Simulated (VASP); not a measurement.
# LiSc3 (Cmmm) in VASP: a series of runs, part 2 of 2

VASP 6.6.1. The steps go on from the part before.

## 3. Relaxation of cell and atoms, PBE

This run uses another cell than the first one, of 16.43 Å³/atom.

Input file INCAR:

```
  ALGO = Normal
  EDIFF = 1E-7
  EDIFFG = -0.08
  ENCUT = 600
  GGA = PE
  IBRION = 2
  ISIF = 3
  ISMEAR = 0
  LASPH = True
  LCHARG = False
  LREAL = False
  LWAVE = False
  NELM = 60
  NSW = 36
  PREC = Accurate
  SIGMA = 0.2
```

Input file KPOINTS:

```
k-points
0
Gamma
  7 7 3
```

Input file POSCAR:

```
LiSc3
1.0
    1.6311996200     -2.2462937600      0.0000000000
    1.6311996200      2.2462937600      0.0000000000
    0.0000000000      0.0000000000      8.9670674300
Li Sc
1 3
Direct
    0.0000000000      0.0000000000      0.0000000000
    0.5000000000      0.5000000000      0.7470129700
    0.0000000000      0.0000000000      0.5000000000
    0.5000000000      0.5000000000      0.2529870300
```

Potentials or basis: VASP PAW PBE potentials, release 64 (Li_sv, Sc_sv).

Run with:

```sh
> cat potpaw_PBE.64/Li_sv/POTCAR potpaw_PBE.64/Sc_sv/POTCAR > POTCAR
> mpirun -np 1 vasp_std > vasp.out
```

OUTCAR:

```text
EDIFF = 1E-7
   EDIFFG = -0.08
   ENCUT = 600
   GGA = PE
   IBRION = 2
   ISIF = 3
   ISMEAR = 0
   LASPH = True
   LREAL = False
   NELM = 60
   NSW = 36
   PREC = Accurate

 ion  position               nearest neighbor table
   1  0.000  0.000  0.000-   2 2.79   4 2.79   2 2.79   4 2.79
   2  0.500  0.500  0.747-   3 2.75   3 2.75   1 2.79   1 2.79   3 3.15   3 3.15
   3  0.000  0.000  0.500-   2 2.75   4 2.75   2 2.75   4 2.75   2 3.15   4 3.15   2 3.15   4 3.15

   4  0.500  0.500  0.253-   3 2.75   3 2.75   1 2.79   1 2.79   3 3.15   3 3.15

  LATTYP: Found a base centered orthorhombic cell.
 ALAT       =     3.2623992400
 B/A-ratio  =     1.3770808505
 C/A-ratio  =     2.7486113042

  Lattice vectors:

 A1 = (   1.6311996200,  -2.2462937600,   0.0000000000)
 A2 = (   1.6311996200,   2.2462937600,   0.0000000000)
 A3 = (   0.0000000000,   0.0000000000,   8.9670674300)

Analysis of symmetry for initial positions (statically):
=====================================================================
 Subroutine PRICEL returns:
 Original cell was already a primitive cell.

 Routine SETGRP: Setting up the symmetry group for a
 base centered orthorhombic supercell.

 Subroutine GETGRP returns: Found  8 space group operations
 (whereof  8 operations were pure point group operations)
 out of a pool of  8 trial point group operations.

The static configuration has the point symmetry D_2h.

Analysis of symmetry for dynamics (positions and initial velocities):
=====================================================================
 Subroutine PRICEL returns:
 Original cell was already a primitive cell.

 Routine SETGRP: Setting up the symmetry group for a
 base centered orthorhombic supercell.

 Subroutine GETGRP returns: Found  8 space group operations
 (whereof  8 operations were pure point group operations)
 out of a pool of  8 trial point group operations.

The dynamic configuration has the point symmetry D_2h.

 Subroutine INISYM returns: Found  8 space group operations
 (whereof  8 operations are pure point group operations),
 and found     1 'primitive' translations

----------------------------------------------------------------------------------------

                                     Primitive cell

  volume of cell :      65.7134

  direct lattice vectors                    reciprocal lattice vectors
     1.631199620 -2.246293760  0.000000000     0.306522877 -0.222588875  0.000000000
     1.631199620  2.246293760  0.000000000     0.306522877  0.222588875  0.000000000
     0.000000000  0.000000000  8.967067430     0.000000000  0.000000000  0.111519179

  length of vectors
     2.776084987  2.776084987  8.967067430     0.378816685  0.378816685  0.111519179

  position of ions in fractional coordinates (direct lattice)
     0.000000000  0.000000000  0.000000000
     0.500000000  0.500000000  0.747012970
     0.000000000  0.000000000  0.500000000
     0.500000000  0.500000000  0.252987030

  ion indices of the primitive-cell ions
   primitive index   ion index
                 1           1
                 2           2
                 3           3
                 4           4

----------------------------------------------------------------------------------------

 KPOINTS: k-points

Automatic generation of k-mesh.
 Grid dimensions read from file:
 generate k-points for:    7    7    3

 Generating k-lattice:

  Cartesian coordinates                     Fractional coordinates (reciprocal lattice)
     0.043788982 -0.031798411  0.000000000     0.142857143  0.000000000  0.000000000
     0.043788982  0.031798411  0.000000000     0.000000000  0.142857143  0.000000000
     0.000000000  0.000000000  0.037173060     0.000000000  0.000000000  0.333333333

  Length of vectors
     0.054116669  0.054116669  0.037173060

  Shift w.r.t. Gamma in fractional coordinates (k-lattice)
     0.000000000  0.000000000  0.000000000

 Subroutine IBZKPT returns following result:
 ===========================================

 Found     32 irreducible k-points:

 Following reciprocal coordinates:
            Coordinates               Weight
  0.000000  0.000000  0.000000      1.000000
  0.142857 -0.000000  0.000000      4.000000
  0.285714  0.000000  0.000000      4.000000
  0.428571 -0.000000  0.000000      4.000000
  0.142857  0.142857  0.000000      2.000000
  0.285714  0.142857  0.000000      4.000000
[... 16 lines left out ...]
  0.428571  0.142857  0.333333      8.000000
 -0.428571  0.142857  0.333333      8.000000
 [... further k-points ...]
   k-points           NKPTS =     32   k-points in BZ     NKDIM =     32   number of bands    NBANDS=     22
   number of dos      NEDOS =    301   number of ions     NIONS =      4
   total plane-waves  NPLWV =  41472
   dimension x,y,z NGX =    24 NGY =   24 NGZ =   72
   dimension x,y,z NGXF=    48 NGYF=   48 NGZF=  144
   ions per type =               1   3
   NGX,Y,Z   is equivalent  to a cutoff of  14.37, 14.37, 13.35 a.u.
   NGXF,Y,Z  is equivalent  to a cutoff of  28.74, 28.74, 26.70 a.u.
 SYSTEM =  unknown system
   PREC   = accura    normal or accurate (medium, high low for compatibility)
   ISTART =      0    job   : 0-new  1-cont  2-samecut
   ICHARG =      2    charge: 1-file 2-atom 10-const
   ISPIN  =      1    spin polarized calculation?
   LNONCOLLINEAR =      F non collinear calculations
   LSORBIT =      F    spin-orbit coupling
   LASPH  =      T    aspherical Exc in radial PAW
   ENCUT  =  600.0 eV  44.10 Ry    6.64 a.u.   5.54  5.54 17.91*2*pi/ulx,y,z
   NELM   =     60;   NELMIN=  2; NELMDL= -5     # of ELM steps
   EDIFF  = 0.1E-06   stopping-criterion for ELM
   LREAL  =      F    real-space projection
   EDIFFG = -.8E-01   stopping-criterion for IOM
   NSW    =     36    number of steps for IOM
   IBRION =      2    ionic relax: 0-MD 1-quasi-New 2-CG
   NFREE  =      1    steps in history (QN), initial steepest desc. (CG)
   ISIF   =      3    stress and relaxation
   ISYM   =      2    0-nonsym 1-usesym 2-fastsym
   POTIM  = 0.5000    time-step for ionic-motion
   TEBEG  =    0.0;   TEEND  =   0.0 temperature during run
   PSTRESS=    0.0 pullay stress
   NELECT =      36.0000    total number of electrons
   NUPDOWN=      -1.0000    fix difference up-down
   EMIN   =  10.00;   EMAX   =-10.00  energy-range for DOS
   EFERMI =   0.00;   METHOD = LEGACY
   ISMEAR =     0;   SIGMA  =   0.20  broadening in eV -4-tet -1-fermi 0-gaus
   EFERMI_NEDOS =   21; number of points for ismear=-14 and -15
   IALGO  =     38    algorithm
   IMIX   =      4    mixing-type and parameters
     AMIX     =   0.40;   BMIX     =  1.00
     AMIX_MAG =   1.60;   BMIX_MAG =  1.00
  volume/ion in A,a.u.               =      16.43       110.86
  Fermi-wavevector in a.u.,A,eV,Ry     =   1.339546  2.531375 24.414070  1.794383
  Thomas-Fermi vector in A             =   2.467929
   LORBIT       =      0    0 simple, 1 ext, 2 COOP (PROOUT), +10 PAW based schemes
   GGA     = PE    functional components
   LHFCALC =     F    Hartree Fock is set to
   AEXX    =    0.0000 exact exchange contribution
   IVDW    =     0    specifies the selected vdW correction
   LEPSILON=     F    determine dielectric tensor
   LRPA    =     F    only Hartree local field effects (RPA)
 conjugate gradient relaxation of ions
 non-spin polarized calculation
 Gauss-broadening in eV      SIGMA  =   0.20
  energy-cutoff  :      600.00
  volume of cell :       65.71
 maximum number of plane-waves:      2217
 NGX is ok and might be reduce to    24
   NGX = 11   NGY = 11   NGZ = 35

--------------------------------------- Ionic step        1  -------------------------------------------

 number of electron      35.9999998 magnetization

 Free energy of the ion-electron system (eV)
  ---------------------------------------------------
  ext. energy  EPLUGINS =         0.00000000
  ---------------------------------------------------
  free energy    TOTEN  =       -18.05386610 eV

  energy without entropy =      -17.96810668  energy(sigma->0) =      -18.01098639

 E-fermi :   5.2341     XC(G=0): -10.6849

 val. band max:        5.2243522050   @ k =   0.2857   0.0000   0.0000
 cond. band min:       5.2587698437   @ k =   0.0000   0.0000   0.0000
 fundamental gap:      0.0344176387
 Fermi energy:         5.2340766079

 k-point     1 :       0.0000    0.0000    0.0000
  band No.  band energies     occupation
      1     -43.5958      2.00000
      2     -43.5562      2.00000
      3     -43.1572      2.00000
      4     -40.3253      2.00000
      5     -22.6566      2.00000
      6     -22.2774      2.00000
[... 778 lines left out ...]
  energy  without entropy=      -20.0174461814  energy(sigma->0) =      -20.08717363

--------------------------------------- Ionic step        6  -------------------------------------------

 number of electron      36.0000029 magnetization

 Free energy of the ion-electron system (eV)
  ---------------------------------------------------
  ext. energy  EPLUGINS =         0.00000000
  ---------------------------------------------------
  free energy    TOTEN  =       -20.15927165 eV

  energy without entropy =      -20.02105195  energy(sigma->0) =      -20.09016180

 E-fermi :   3.0118     XC(G=0):  -9.2196

 val. band max:        3.0062406604   @ k =   0.1429   0.1429   0.0000
 cond. band min:       3.0133188763   @ k =   0.1429   0.1429   0.3333
 fundamental gap:      0.0070782158
 Fermi energy:         3.0117649231

 k-point     1 :       0.0000    0.0000    0.0000
  band No.  band energies     occupation
      1     -46.7023      2.00000
      2     -46.6996      2.00000
      3     -46.4400      2.00000
      4     -43.0075      2.00000
      5     -25.4215      2.00000
      6     -25.3527      2.00000
[... 622 lines left out ...]
  FREE ENERGIE OF THE ION-ELECTRON SYSTEM (eV)
  ---------------------------------------------------
  free  energy   TOTEN  =       -20.1592716504 eV

  energy  without entropy=      -20.0210519534  energy(sigma->0) =      -20.09016180

 reached required accuracy - stopping structural energy minimisation
```

OSZICAR:

```text
N       E                     dE             d eps       ncg     rms          rms(c)
DAV:   1     0.732269280241E+03    0.73227E+03   -0.17666E+04  1408   0.203E+03
DAV:   2     0.286860794289E+02   -0.70358E+03   -0.69793E+03  1960   0.774E+02
DAV:   3    -0.165109025820E+02   -0.45197E+02   -0.44600E+02  2250   0.272E+02
[... 96 lines left out ...]
DAV:   5    -0.201592620002E+02    0.43057E-04   -0.18068E-03  2264   0.358E-01    0.474E-02
DAV:   6    -0.201592750437E+02   -0.13044E-04   -0.26917E-04  2632   0.122E-01    0.233E-02
DAV:   7    -0.201592710240E+02    0.40198E-05   -0.54990E-05  2184   0.660E-02    0.543E-03
DAV:   8    -0.201592715634E+02   -0.53943E-06   -0.45509E-06  2408   0.194E-02    0.207E-03
DAV:   9    -0.201592716504E+02   -0.87000E-07   -0.65858E-07  1574   0.759E-03
   6 F= -.20159272E+02 E0= -.20090162E+02  d E =-.568327E-02
```

Wall time 3.2 min (1 thread of Oxide Virtual Turin-like, shared host); peak memory 0.19 GiB.

Results:

```yaml
Free_energy: -20.1593 eV
Relaxed_volume: 23.88 Å³/atom
Relaxed_cell: a = 3.168 Å, b = 3.168 Å, c = 10.026 Å, α = 90.00°, β = 90.00°, γ = 108.24°
Space_group_after_relaxing_to_0.1_Å: Cmmm (No. 65)
Energy_gained_by_relaxing: 526.4 meV/atom
Ionic_steps: 6
Pressure_after_relaxing: -0.2 GPa
Largest_force_after_relaxing: 0.066 eV/Å
Band_gap_on_the_k_mesh: zero (bands 18 and 19 overlap by 0.61 eV)
```

Forces on the atoms (eV/Å):
```
Li   0.000  0.000  0.000
Sc   0.000  0.000 -0.066
Sc   0.000  0.000  0.000
Sc   0.000  0.000  0.066
```

Step by step:
```
step  energy change (eV)  largest force (eV/Å)  pressure (GPa)  volume (Å³)
   1              0.0000                1.1815           28.55        65.71
   2             -2.0877                0.1941           -1.24        97.67
   3             -2.0997                0.1191            0.21        94.49
   4             -2.0997                0.1353           -0.10        95.13
   5             -2.1030                0.1115           -0.14        95.28
   6             -2.1054                0.0655           -0.20        95.54
```

Final structure:
```yaml
crystal:
  lattice:
    - [1.85654, -2.56651, 0.00000]
    - [1.85654, 2.56651, 0.00000]
    - [0.00000, 0.00000, 10.02552]
  atoms:
    - { symbol: Li, position: [0.00000, 0.00000, 0.00000] }
    - { symbol: Sc, position: [0.50000, 0.50000, 0.75131] }
    - { symbol: Sc, position: [0.00000, 0.00000, 0.50000] }
    - { symbol: Sc, position: [0.50000, 0.50000, 0.24869] }
```

Caveat: the cutoff is under 1.25 times the usual one of these potentials, so pressure, stress and relaxed cells hold a basis-set (Pulay) error; the volume moved by over 15 % at a fixed basis, so the end points are rough; the relaxation stopped at a loose force limit of 0.08 eV/Å, so its end isn't a converged minimum.
